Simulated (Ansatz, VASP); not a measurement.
## Ag: VASP beside Ansatz

```xyz
1
Lattice="0.0000 1.9903 1.9903 1.9903 0.0000 1.9903 1.9903 1.9903 0.0000" Properties=species:S:1:pos:R:3 pbc="T T T"
Ag    0.0000    0.0000    0.0000
```

Alike in both runs: task single point; functional PBE; k mesh 11 × 11 × 11; occupations fermi-dirac, width 0.1 eV; no spin polarisation.

```csv
,VASP,Ansatz
version,VASP 6.6.1,Ansatz 0.2.0
potentials or method,"VASP PAW PBE potentials, release 64 (Ag), cutoff 520 eV","plane waves, PAW"
valence electrons in the cell,11,19
```

```csv
,VASP,Ansatz,Ansatz less VASP
pressure (GPa),15.5,15.8,+0.28
```

VASP's potentials hold 11 valence electrons a cell and Ansatz's 19, so a difference there can come from the potentials and not from the codes.
